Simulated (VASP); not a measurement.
# Be (P6_3/mmc) in VASP: further runs

The runs below take Be through electric field gradients, with PBE.

Program: VASP 6.6.1. These are calculated values, not measurements. Logs are shortened: lines on timing, memory, paths and dates and some standing lists are left out, and cuts for length are marked.

## 1. The cell of the first run

It takes space group P6_3/mmc (No. 194, hexagonal). The conventional cell has a = 2.268 Å, b = 2.268 Å, c = 3.552 Å, α = 90.00°, β = 90.00°, γ = 120.00°. Within 2.9 Å of Be (site symmetry -6m2) lie 12 Be at 2.21 to 2.27 Å.

## 2. Electric field gradients, PBE (7.91 Å³/atom)

The input, INCAR:

```
SYSTEM = Be
PREC = Accurate
ENCUT = 520
EDIFF = 1E-8
ISMEAR = -1
SIGMA = 0.05
LREAL = .False.
LASPH = .True.
NELM = 60
ALGO = Normal
ISIF = 2
LWAVE = .False.
LCHARG = .False.
GGA = PE
LEFG = .True.
NBANDS = 9
```

The input, KPOINTS:

```
regular mesh
0
Gamma
  20 20 11
  0 0 0
```

The input, POSCAR:

```
Be
1.0
    2.2684238240      0.0000000000      0.0000000000
   -1.1342119121      1.9645126582      0.0000000000
    0.0000000000      0.0000000000      3.5522332234
Be
2
Direct
    0.3333333333      0.6666666667      0.2500000000
    0.6666666667      0.3333333333      0.7500000000
```

Potentials or basis: VASP PAW PBE potentials, release 64 (Be).

On the command line:

```bash
$ cat potpaw_PBE.64/Be/POTCAR > POTCAR
$ mpirun -np 1 vasp_std > vasp.out
```

OUTCAR:

```text
SYSTEM = Be
   PREC = Accurate
   ENCUT = 520
   EDIFF = 1E-8
   ISMEAR = -1
   LREAL = .False.
   LASPH = .True.
   NELM = 60
   ISIF = 2
   GGA = PE

 ion  position               nearest neighbor table
   1  0.333  0.667  0.250-   2 2.21   2 2.21   2 2.21   2 2.21   2 2.21   2 2.21
   2  0.667  0.333  0.750-   1 2.21   1 2.21   1 2.21   1 2.21   1 2.21   1 2.21

  LATTYP: Found a hexagonal cell.
 ALAT       =     2.2684238240
 C/A-ratio  =     1.5659477677

  Lattice vectors:

 A1 = (   2.2684238240,   0.0000000000,   0.0000000000)
 A2 = (  -1.1342119121,   1.9645126582,   0.0000000000)
 A3 = (   0.0000000000,   0.0000000000,   3.5522332234)

Analysis of symmetry for initial positions (statically):
=====================================================================
 Subroutine PRICEL returns:
 Original cell was already a primitive cell.

 Routine SETGRP: Setting up the symmetry group for a
 hexagonal supercell.

 Subroutine GETGRP returns: Found 24 space group operations
 (whereof 12 operations were pure point group operations)
 out of a pool of 24 trial point group operations.

The static configuration has the point symmetry D_3d.
 The point group associated with its full space group is D_6h.

Analysis of symmetry for dynamics (positions and initial velocities):
=====================================================================
 Subroutine PRICEL returns:
 Original cell was already a primitive cell.

 Routine SETGRP: Setting up the symmetry group for a
 hexagonal supercell.

 Subroutine GETGRP returns: Found 24 space group operations
 (whereof 12 operations were pure point group operations)
 out of a pool of 24 trial point group operations.

The dynamic configuration has the point symmetry D_3d.
 The point group associated with its full space group is D_6h.

 Subroutine INISYM returns: Found 24 space group operations
 (whereof 12 operations are pure point group operations),
 and found     1 'primitive' translations

----------------------------------------------------------------------------------------

                                     Primitive cell

  volume of cell :      15.8300

  direct lattice vectors                    reciprocal lattice vectors
     2.268423824  0.000000000  0.000000000     0.440834728  0.254516049  0.000000000
    -1.134211912  1.964512658  0.000000000     0.000000000  0.509032098  0.000000000
     0.000000000  0.000000000  3.552233223     0.000000000  0.000000000  0.281513047

  length of vectors
     2.268423824  2.268423824  3.552233223     0.509032098  0.509032098  0.281513047

  position of ions in fractional coordinates (direct lattice)
     0.333333333  0.666666667  0.250000000
     0.666666667  0.333333333  0.750000000

  ion indices of the primitive-cell ions
   primitive index   ion index
                 1           1
                 2           2

----------------------------------------------------------------------------------------

 KPOINTS: regular mesh

Automatic generation of k-mesh.
 Grid dimensions read from file:
 generate k-points for:   20   20   11

 Generating k-lattice:

  Cartesian coordinates                     Fractional coordinates (reciprocal lattice)
     0.022041736  0.012725802  0.000000000     0.050000000  0.000000000  0.000000000
     0.000000000  0.025451605  0.000000000     0.000000000  0.050000000  0.000000000
     0.000000000  0.000000000  0.025592095     0.000000000  0.000000000  0.090909091

  Length of vectors
     0.025451605  0.025451605  0.025592095

  Shift w.r.t. Gamma in fractional coordinates (k-lattice)
     0.000000000  0.000000000  0.000000000

 Subroutine IBZKPT returns following result:
 ===========================================

 Found    264 irreducible k-points:

 Following reciprocal coordinates:
            Coordinates               Weight
  0.000000  0.000000  0.000000      1.000000
  0.050000  0.000000  0.000000      6.000000
  0.100000  0.000000  0.000000      6.000000
  0.150000 -0.000000  0.000000      6.000000
  0.200000  0.000000  0.000000      6.000000
  0.250000 -0.000000  0.000000      6.000000
[... 16 lines left out ...]
  0.200000  0.100000  0.000000     12.000000
  0.250000  0.100000  0.000000     12.000000
 [... further k-points ...]
   k-points           NKPTS =    264   k-points in BZ     NKDIM =    264   number of bands    NBANDS=      9
   number of dos      NEDOS =    301   number of ions     NIONS =      2
   total plane-waves  NPLWV =   9072
   dimension x,y,z NGX =    18 NGY =   18 NGZ =   28
   dimension x,y,z NGXF=    36 NGYF=   36 NGZF=   56
   ions per type =               2
   NGX,Y,Z   is equivalent  to a cutoff of  13.19, 13.19, 13.10 a.u.
   NGXF,Y,Z  is equivalent  to a cutoff of  26.38, 26.38, 26.21 a.u.
 SYSTEM =  Be
   PREC   = accura    normal or accurate (medium, high low for compatibility)
   ISTART =      0    job   : 0-new  1-cont  2-samecut
   ICHARG =      2    charge: 1-file 2-atom 10-const
   ISPIN  =      1    spin polarized calculation?
   LNONCOLLINEAR =      F non collinear calculations
   LSORBIT =      F    spin-orbit coupling
   LASPH  =      T    aspherical Exc in radial PAW
   ENCUT  =  520.0 eV  38.22 Ry    6.18 a.u.   4.22  4.22  6.60*2*pi/ulx,y,z
   NELM   =     60;   NELMIN=  2; NELMDL= -5     # of ELM steps
   EDIFF  = 0.1E-07   stopping-criterion for ELM
   LREAL  =      F    real-space projection
   EDIFFG = 0.1E-06   stopping-criterion for IOM
   NSW    =      0    number of steps for IOM
   IBRION =     -1    ionic relax: 0-MD 1-quasi-New 2-CG
   NFREE  =      0    steps in history (QN), initial steepest desc. (CG)
   ISIF   =      2    stress and relaxation
   ISYM   =      2    0-nonsym 1-usesym 2-fastsym
   POTIM  = 0.5000    time-step for ionic-motion
   TEBEG  =    0.0;   TEEND  =   0.0 temperature during run
   PSTRESS=    0.0 pullay stress
   NELECT =       4.0000    total number of electrons
   NUPDOWN=      -1.0000    fix difference up-down
   EMIN   =  10.00;   EMAX   =-10.00  energy-range for DOS
   EFERMI =   0.00;   METHOD = LEGACY
   ISMEAR =    -1;   SIGMA  =   0.05  broadening in eV -4-tet -1-fermi 0-gaus
   EFERMI_NEDOS =   21; number of points for ismear=-14 and -15
   IALGO  =     38    algorithm
   IMIX   =      4    mixing-type and parameters
     AMIX     =   0.40;   BMIX     =  1.00
     AMIX_MAG =   1.60;   BMIX_MAG =  1.00
  volume/ion in A,a.u.               =       7.91        53.41
  Fermi-wavevector in a.u.,A,eV,Ry     =   1.034986  1.955841 14.574519  1.071197
  Thomas-Fermi vector in A             =   2.169308
   LORBIT       =      0    0 simple, 1 ext, 2 COOP (PROOUT), +10 PAW based schemes
   GGA     = PE    functional components
   LHFCALC =     F    Hartree Fock is set to
   AEXX    =    0.0000 exact exchange contribution
   IVDW    =     0    specifies the selected vdW correction
   LEPSILON=     F    determine dielectric tensor
   LRPA    =     F    only Hartree local field effects (RPA)
 non-spin polarized calculation
  energy-cutoff  :      520.00
  volume of cell :       15.83
 maximum number of plane-waves:       440
 NGX is ok and might be reduce to    18
   NGX =  9   NGY =  9   NGZ = 13

 number of electron       4.0000000 magnetization

 Free energy of the ion-electron system (eV)
  ---------------------------------------------------
  ext. energy  EPLUGINS =         0.00000000
  ---------------------------------------------------
  free energy    TOTEN  =        -7.53446839 eV

  energy without entropy =       -7.53358418  energy(sigma->0) =       -7.53402628

 E-fermi :   6.9295     XC(G=0): -10.6017

 val. band max:        6.9232996742   @ k =   0.3000   0.2000   0.0000
 cond. band min:       6.9607866983   @ k =   0.3000   0.3000   0.2727
 fundamental gap:      0.0374870241
 Fermi energy:         6.9295378745

 k-point     1 :       0.0000    0.0000    0.0000
  band No.  band energies     occupation
      1      -4.3291      2.00000
      2       2.6305      2.00000
      3       8.2191      0.00000
      4      22.8862      0.00000
      5      22.8862      0.00000
      6      25.7612      0.00000
      7      25.7612      0.00000
      8      28.0373      0.00000
      9      34.0275      0.00000
[... 265 lines left out ...]
 k-point    24 :       0.2500    0.1000    0.0000
  band No.  band energies     occupation
      1      -1.5300      2.00000
      2       6.2502      2.00000
      3       8.1978      0.00000
      4      13.3089      0.00000
      5      16.3221      0.00000
      6      20.7435      0.00000
      7      22.3690      0.00000
      8      24.3605      0.00000
      9      28.0172      0.00000

 [... further k-points ...]

------------------------ aborting loop because EDIFF is reached ----------------------------------------

  FORCE on cell =-STRESS in cart. coord.  units (eV):
  Direction    XX          YY          ZZ          XY          YZ          ZX
  --------------------------------------------------------------------------------------
  -------------------------------------------------------------------------------------
  Total       -0.0077812     -0.0077812      0.0574516      0.0000000      0.0000000      0.0000000
  in kB       -0.7875426     -0.7875426      5.8147673      0.0000000      0.0000000      0.0000000
  external PRESSURE =       1.4132273 kB  Pullay stress =       0.0000000 kB

 VOLUME and BASIS-vectors are now :
 -----------------------------------------------------------------------------
  energy-cutoff  :      520.00
  volume of cell :       15.83
      direct lattice vectors                 reciprocal lattice vectors
     2.268423824  0.000000000  0.000000000     0.440834728  0.254516049  0.000000000
    -1.134211912  1.964512658  0.000000000     0.000000000  0.509032098  0.000000000
     0.000000000  0.000000000  3.552233223     0.000000000  0.000000000  0.281513047

 POSITION                                       TOTAL-FORCE (eV/Angst)
 -----------------------------------------------------------------------------------
     -0.00000      1.30968      0.88806        -0.000000      0.000000      0.000000
      1.13421      0.65484      2.66417         0.000000     -0.000000      0.000000
 -----------------------------------------------------------------------------------
    total drift:                                0.000000     -0.000000      0.000000

  FREE ENERGIE OF THE ION-ELECTRON SYSTEM (eV)
  ---------------------------------------------------
  free  energy   TOTEN  =        -7.5344683872 eV

  energy  without entropy=       -7.5335841750  energy(sigma->0) =       -7.53402628

 Electric field gradients (V/A^2)
---------------------------------------------------------------------
 ion       V_xx      V_yy      V_zz      V_xy      V_xz      V_yz
---------------------------------------------------------------------
   1       0.295     0.295    -0.590    -0.000     0.000    -0.000
   2       0.295     0.295    -0.590    -0.000    -0.000     0.000
---------------------------------------------------------------------

 Electric field gradients after diagonalization (V/A^2)
 (convention: |V_zz| > |V_xx| > |V_yy|)
----------------------------------------------------------------------
 ion       V_xx      V_yy      V_zz     asymmetry (V_yy - V_xx)/ V_zz
----------------------------------------------------------------------
   1       0.295     0.295    -0.590       0.000
   2       0.295     0.295    -0.590       0.000
----------------------------------------------------------------------

           NMR quadrupolar parameters

 Cq : quadrupolar parameter    Cq=e*Q*V_zz/h
 eta: asymmetry parameters     (V_yy - V_xx)/ V_zz
 Q  : nuclear electric quadrupole moment in mb (millibarn)
----------------------------------------------------------------------
 ion       Cq(MHz)       eta       Q (mb)
----------------------------------------------------------------------
   1      -0.001       0.000       1.000
   2      -0.001       0.000       1.000
----------------------------------------------------------------------
```

It took 13 s on 1 thread of Intel Xeon 6975P-C (Granite Rapids), shared host; peak memory 0.14 GiB.

Results:

```
Free energy                             : -7.5345 eV
Pressure                                : 0.1 GPa
Band gap on the k mesh                  : zero (bands 2 and 3 overlap by 1.43 eV)
Largest electric field gradient by atom : Be -0.6 V/Å²
```

Stress tensor (GPa, compression positive):
```
-0.08  0.00  0.00
 0.00 -0.08  0.00
 0.00  0.00  0.58
```

Electric field gradients, principal values (V/Å²):
```csv
atom,least,middle,greatest (by size)
1 Be,0.295,0.295,-0.590
2 Be,0.295,0.295,-0.590
```

Caveat: without QUAD_EFG the Cq values of the log hold for a quadrupole moment of 1 mb, not for the nuclei.

(Continued in part 2 of 3.)
